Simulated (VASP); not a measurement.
# MgSe (Fm-3m) in VASP: single point with r2SCAN

Aim: the single point of MgSe with r2SCAN.

Everything below comes from runs of VASP 6.6.1. Logs are shortened: lines on timing, memory, paths and dates and some standing lists are left out, and cuts for length are marked.

**1. The cell of the first run**

Symmetry: Fm-3m, No. 225, cubic system. The conventional cell has a = 5.473 Å, b = 5.473 Å, c = 5.473 Å, α = 90.00°, β = 90.00°, γ = 90.00°. Within 3.6 Å of Mg (site symmetry m-3m) lie 6 Se at 2.74 Å. Se (site symmetry m-3m) has 6 Mg at 2.74 Å within 3.6 Å.

**2. Single point, r2SCAN**

Input file POSCAR:

```
MgSe
1.0
    0.0000000000      2.7366676242      2.7366676242
    2.7366676242      0.0000000000      2.7366676242
    2.7366676242      2.7366676242      0.0000000000
Mg Se
1 1
Direct
    0.0000000000      0.0000000000      0.0000000000
    0.5000000000      0.5000000000      0.5000000000
```

Input file INCAR.step1:

```
SYSTEM = MgSe
PREC = Accurate ; ENCUT = 660
ISMEAR = -1 ; SIGMA = 0.02
LREAL = .FALSE. ; LASPH = .TRUE.
NELM = 120 ; NBANDS = 11
GGA = PE ; ALGO = Normal
EDIFF = 1E-5 ; LWAVE = .TRUE.
LCHARG = .FALSE. ; GGA_COMPAT = .FALSE.
```

Input file INCAR.step2:

```
SYSTEM = MgSe
PREC = Accurate ; ENCUT = 660
EDIFF = 1E-6 ; ISMEAR = -1
SIGMA = 0.02 ; LREAL = .FALSE.
LASPH = .TRUE. ; NELM = 120
ALGO = Normal ; ISIF = 2
LWAVE = .FALSE. ; LCHARG = .FALSE.
METAGGA = R2SCAN ; LMIXTAU = .TRUE.
NBANDS = 11 ; ISTART = 1
GGA_COMPAT = .FALSE.
```

Input file KPOINTS:

```
Automatic mesh
0
G
  8 8 8
  0 0 0
```

Potentials or basis: VASP PAW PBE potentials, release 64 (Mg, Se).

Run with:

```
> cat potpaw_PBE.64/Mg/POTCAR potpaw_PBE.64/Se/POTCAR > POTCAR
> cp INCAR.step1 INCAR
> mpirun -np 1 vasp_std > vasp.out
> cp INCAR.step2 INCAR
> mpirun -np 1 vasp_std > vasp.out
```

OUTCAR:

```text
SYSTEM = MgSe
   PREC = Accurate
   ENCUT = 660
   EDIFF = 1E-6
   ISMEAR = -1
   LREAL = .FALSE.
   LASPH = .TRUE.
   NELM = 120
   ISIF = 2
   METAGGA = R2SCAN
   ISTART = 1

 ion  position               nearest neighbor table
   1  0.000  0.000  0.000-   2 2.74   2 2.74   2 2.74   2 2.74   2 2.74   2 2.74
   2  0.500  0.500  0.500-   1 2.74   1 2.74   1 2.74   1 2.74   1 2.74   1 2.74

  LATTYP: Found a face centered cubic cell.
 ALAT       =     5.4733352484

  Lattice vectors:

 A1 = (   0.0000000000,   2.7366676242,   2.7366676242)
 A2 = (   2.7366676242,   0.0000000000,   2.7366676242)
 A3 = (   2.7366676242,   2.7366676242,   0.0000000000)

Analysis of symmetry for initial positions (statically):
=====================================================================
 Subroutine PRICEL returns:
 Original cell was already a primitive cell.

 Routine SETGRP: Setting up the symmetry group for a
 face centered cubic supercell.

 Subroutine GETGRP returns: Found 48 space group operations
 (whereof 48 operations were pure point group operations)
 out of a pool of 48 trial point group operations.

The static configuration has the point symmetry O_h .

Analysis of symmetry for dynamics (positions and initial velocities):
=====================================================================
 Subroutine PRICEL returns:
 Original cell was already a primitive cell.

 Routine SETGRP: Setting up the symmetry group for a
 face centered cubic supercell.

 Subroutine GETGRP returns: Found 48 space group operations
 (whereof 48 operations were pure point group operations)
 out of a pool of 48 trial point group operations.

The dynamic configuration has the point symmetry O_h .

 Subroutine INISYM returns: Found 48 space group operations
 (whereof 48 operations are pure point group operations),
 and found     1 'primitive' translations

----------------------------------------------------------------------------------------

                                     Primitive cell

  volume of cell :      40.9917

  direct lattice vectors                    reciprocal lattice vectors
     0.000000000  2.736667624  2.736667624    -0.182703956  0.182703956  0.182703956
     2.736667624  0.000000000  2.736667624     0.182703956 -0.182703956  0.182703956
     2.736667624  2.736667624  0.000000000     0.182703956  0.182703956 -0.182703956

  length of vectors
     3.870232470  3.870232470  3.870232470     0.316452534  0.316452534  0.316452534

  position of ions in fractional coordinates (direct lattice)
     0.000000000  0.000000000  0.000000000
     0.500000000  0.500000000  0.500000000

  ion indices of the primitive-cell ions
   primitive index   ion index
                 1           1
                 2           2

----------------------------------------------------------------------------------------

 KPOINTS: Automatic mesh

Automatic generation of k-mesh.
 Grid dimensions read from file:
 generate k-points for:    8    8    8

 Generating k-lattice:

  Cartesian coordinates                     Fractional coordinates (reciprocal lattice)
    -0.022837994  0.022837994  0.022837994     0.125000000  0.000000000  0.000000000
     0.022837994 -0.022837994  0.022837994     0.000000000  0.125000000  0.000000000
     0.022837994  0.022837994 -0.022837994     0.000000000  0.000000000  0.125000000

  Length of vectors
     0.039556567  0.039556567  0.039556567

  Shift w.r.t. Gamma in fractional coordinates (k-lattice)
     0.000000000  0.000000000  0.000000000

 Subroutine IBZKPT returns following result:
 ===========================================

 Found     29 irreducible k-points:

 Following reciprocal coordinates:
            Coordinates               Weight
  0.000000  0.000000  0.000000      1.000000
  0.125000  0.000000  0.000000      8.000000
  0.250000  0.000000  0.000000      8.000000
  0.375000  0.000000  0.000000      8.000000
  0.500000  0.000000  0.000000      4.000000
  0.125000  0.125000  0.000000      6.000000
[... 16 lines left out ...]
  0.500000  0.250000  0.125000     48.000000
 -0.375000  0.250000  0.125000     24.000000
 [... further k-points ...]
   k-points           NKPTS =     29   k-points in BZ     NKDIM =     29   number of bands    NBANDS=     11
   number of dos      NEDOS =    301   number of ions     NIONS =      2
   total plane-waves  NPLWV =  32768
   dimension x,y,z NGX =    32 NGY =   32 NGZ =   32
   dimension x,y,z NGXF=    64 NGYF=   64 NGZF=   64
   ions per type =               1   1
   NGX,Y,Z   is equivalent  to a cutoff of  13.75, 13.75, 13.75 a.u.
   NGXF,Y,Z  is equivalent  to a cutoff of  27.49, 27.49, 27.49 a.u.
 SYSTEM =  MgSe
   PREC   = accura    normal or accurate (medium, high low for compatibility)
   ISTART =      1    job   : 0-new  1-cont  2-samecut
   ICHARG =      0    charge: 1-file 2-atom 10-const
   ISPIN  =      1    spin polarized calculation?
   LNONCOLLINEAR =      F non collinear calculations
   LSORBIT =      F    spin-orbit coupling
   LASPH  =      T    aspherical Exc in radial PAW
   ENCUT  =  660.0 eV  48.51 Ry    6.96 a.u.   8.11  8.11  8.11*2*pi/ulx,y,z
   NELM   =    120;   NELMIN=  2; NELMDL=  0     # of ELM steps
   EDIFF  = 0.1E-05   stopping-criterion for ELM
   LREAL  =      F    real-space projection
   EDIFFG = 0.1E-04   stopping-criterion for IOM
   NSW    =      0    number of steps for IOM
   IBRION =     -1    ionic relax: 0-MD 1-quasi-New 2-CG
   NFREE  =      0    steps in history (QN), initial steepest desc. (CG)
   ISIF   =      2    stress and relaxation
   ISYM   =      2    0-nonsym 1-usesym 2-fastsym
   POTIM  = 0.5000    time-step for ionic-motion
   TEBEG  =    0.0;   TEEND  =   0.0 temperature during run
   PSTRESS=    0.0 pullay stress
   NELECT =       8.0000    total number of electrons
   NUPDOWN=      -1.0000    fix difference up-down
   EMIN   =  10.00;   EMAX   =-10.00  energy-range for DOS
   EFERMI =   0.00;   METHOD = LEGACY
   ISMEAR =    -1;   SIGMA  =   0.02  broadening in eV -4-tet -1-fermi 0-gaus
   EFERMI_NEDOS =   21; number of points for ismear=-14 and -15
   IALGO  =     38    algorithm
   IMIX   =      4    mixing-type and parameters
     AMIX     =   0.40;   BMIX     =  1.00
     AMIX_MAG =   1.60;   BMIX_MAG =  1.00
  volume/ion in A,a.u.               =      20.50       138.31
  Fermi-wavevector in a.u.,A,eV,Ry     =   0.949597  1.794479 12.268848  0.901735
  Thomas-Fermi vector in A             =   2.077895
   LORBIT       =      0    0 simple, 1 ext, 2 COOP (PROOUT), +10 PAW based schemes
   METAGGA = R2SCAN    functional components
   LHFCALC =     F    Hartree Fock is set to
   AEXX    =    0.0000 exact exchange contribution
   IVDW    =     0    specifies the selected vdW correction
   LEPSILON=     F    determine dielectric tensor
   LRPA    =     F    only Hartree local field effects (RPA)
 non-spin polarized calculation
  energy-cutoff  :      660.00
  volume of cell :       40.99
 maximum number of plane-waves:      1604
   NGX = 17   NGY = 17   NGZ = 17

 number of electron       8.0000000 magnetization

 Free energy of the ion-electron system (eV)
  ---------------------------------------------------
  ext. energy  EPLUGINS =         0.00000000
  ---------------------------------------------------
  free energy    TOTEN  =       -21.38136472 eV

  energy without entropy =      -21.38136472  energy(sigma->0) =      -21.38136472

 E-fermi :   3.2733     XC(G=0):  -9.8031

 val. band max:        2.8662070817   @ k =   0.0000   0.0000   0.0000
 cond. band min:       5.3058322071   @ k =   0.5000   0.5000   0.0000
 fundamental gap:      2.4396251254
 Fermi energy:         3.2733425829

 k-point     1 :       0.0000    0.0000    0.0000
  band No.  band energies     occupation
      1     -10.4518      2.00000
      2       2.8662      2.00000
      3       2.8662      2.00000
      4       2.8662      2.00000
      5       6.2732      0.00000
      6      10.8960      0.00000
      7      10.8960      0.00000
      8      10.8960      0.00000
      9      13.4133      0.00000
     10      13.4133      0.00000
     11      14.8299      0.00000

 k-point     2 :       0.1250    0.0000    0.0000
  band No.  band energies     occupation
      1     -10.3170      2.00000
      2       1.7279      2.00000
      3       2.7642      2.00000
      4       2.7642      2.00000
      5       7.1687      0.00000
      6      10.6146      0.00000
      7      11.1278      0.00000
      8      11.1278      0.00000
      9      12.4862      0.00000
     10      12.4862      0.00000
     11      14.6089      0.00000

 k-point     3 :       0.2500    0.0000    0.0000
  band No.  band energies     occupation
      1      -9.9567      2.00000
      2      -0.0731      2.00000
      3       2.5416      2.00000
      4       2.5416      2.00000
      5       7.7051      0.00000
      6      10.5549      0.00000
      7      10.5549      0.00000
      8      11.3702      0.00000
      9      13.1392      0.00000
     10      13.1392      0.00000
     11      13.8336      0.00000

 k-point     4 :       0.3750    0.0000    0.0000
  band No.  band energies     occupation
      1      -9.5284      2.00000
      2      -1.4899      2.00000
      3       2.3455      2.00000
      4       2.3455      2.00000
      5       7.4946      0.00000
      6       9.8232      0.00000
      7       9.8232      0.00000
      8      12.4722      0.00000
      9      14.1031      0.00000
     10      15.1453      0.00000
     11      15.1453      0.00000

 k-point     5 :       0.5000    0.0000    0.0000
  band No.  band energies     occupation
      1      -9.3221      2.00000
      2      -2.0402      2.00000
      3       2.2705      2.00000
      4       2.2705      2.00000
      5       7.3735      0.00000
      6       9.5625      0.00000
      7       9.5625      0.00000
      8      12.4326      0.00000
      9      15.2967      0.00000
     10      17.8119      0.00000
     11      17.8119      0.00000
[... 211 lines left out ...]
 k-point    21 :       0.5000    0.5000    0.0000
  band No.  band energies     occupation
      1      -8.9920      2.00000
      2      -1.3900      2.00000
      3       1.0755      2.00000
      4       1.0755      2.00000
      5       5.3058      0.00000
      6       7.4286      0.00000
      7      15.5972      0.00000
      8      16.0416      0.00000
      9      16.0416      0.00000
     10      16.1083      0.00000
     11      19.5372      0.00000

 k-point    22 :       0.3750    0.2500    0.1250
  band No.  band energies     occupation
      1      -9.6763      2.00000
      2      -0.3325      2.00000
      3       1.3451      2.00000
      4       2.1667      2.00000
      5       8.3925      0.00000
      6       9.5273      0.00000
      7       9.8552      0.00000
      8      11.9879      0.00000
      9      13.1100      0.00000
     10      16.1382      0.00000
     11      16.7998      0.00000

 k-point    23 :       0.5000    0.2500    0.1250
  band No.  band energies     occupation
      1      -9.3171      2.00000
      2      -1.1497      2.00000
      3       0.8064      2.00000
      4       1.8356      2.00000
      5       8.2600      0.00000
      6       9.2379      0.00000
      7      10.7588      0.00000
      8      11.8944      0.00000
      9      14.5892      0.00000
     10      16.5046      0.00000
     11      17.3056      0.00000

 k-point    24 :      -0.3750    0.2500    0.1250
  band No.  band energies     occupation
      1      -9.1494      2.00000
      2      -1.5204      2.00000
      3       0.6664      2.00000
      4       1.6618      2.00000
      5       8.2269      0.00000
      6       8.9460      0.00000
      7      11.2739      0.00000
      8      12.6834      0.00000
      9      14.7857      0.00000
     10      15.5755      0.00000
     11      18.0096      0.00000

 [... further k-points ...]

------------------------ aborting loop because EDIFF is reached ----------------------------------------

  FORCE on cell =-STRESS in cart. coord.  units (eV):
  Direction    XX          YY          ZZ          XY          YZ          ZX
  --------------------------------------------------------------------------------------
  -------------------------------------------------------------------------------------
  Total       -0.0882088     -0.0882088     -0.0882088      0.0000000     -0.0000000     -0.0000000
  in kB       -3.4476759     -3.4476759     -3.4476759      0.0000000     -0.0000000     -0.0000000
  external PRESSURE =      -3.4476759 kB  Pullay stress =       0.0000000 kB

 VOLUME and BASIS-vectors are now :
 -----------------------------------------------------------------------------
  energy-cutoff  :      660.00
  volume of cell :       40.99
      direct lattice vectors                 reciprocal lattice vectors
     0.000000000  2.736667624  2.736667624    -0.182703956  0.182703956  0.182703956
     2.736667624  0.000000000  2.736667624     0.182703956 -0.182703956  0.182703956
     2.736667624  2.736667624  0.000000000     0.182703956  0.182703956 -0.182703956

 POSITION                                       TOTAL-FORCE (eV/Angst)
 -----------------------------------------------------------------------------------
      0.00000      0.00000      0.00000         0.000000      0.000000     -0.000000
      2.73667      2.73667      2.73667        -0.000000     -0.000000      0.000000
 -----------------------------------------------------------------------------------
    total drift:                               -0.000000     -0.000000      0.000000

  FREE ENERGIE OF THE ION-ELECTRON SYSTEM (eV)
  ---------------------------------------------------
  free  energy   TOTEN  =       -21.3813647232 eV

  energy  without entropy=      -21.3813647232  energy(sigma->0) =      -21.38136472
```

It took 2.7 min on 1 thread of AMD EPYC 7R13, shared host; peak memory 0.17 GiB.

Results:

```yaml
Free_energy: -21.3814 eV
Pressure: -0.3 GPa
Band_gap_on_the_k_mesh: 2.44 eV (least direct gap 3.41 eV)
```

Levels at points of the mesh, in eV from the valence-band top:
| k point | band 1 | band 2 | band 3 | band 4 | band 5 | band 6 | band 7 | band 8 | band 9 |
| --- | --- | --- | --- | --- | --- | --- | --- | --- | --- |
| (0.00, 0.00, 0.00) | -13.32 | 0.00 | 0.00 | 0.00 | 3.41 | 8.03 | 8.03 | 8.03 | 10.55 |
| (0.50, 0.00, 0.00) | -12.19 | -4.91 | -0.60 | -0.60 | 4.51 | 6.70 | 6.70 | 9.57 | 12.43 |
| (0.50, 0.50, 0.00) | -11.86 | -4.26 | -1.79 | -1.79 | 2.44 | 4.56 | 12.73 | 13.18 | 13.18 |

Caveat: the PAW data sets were made with another functional, which shifts forces and pressure a little. A k mesh can miss the band edges.
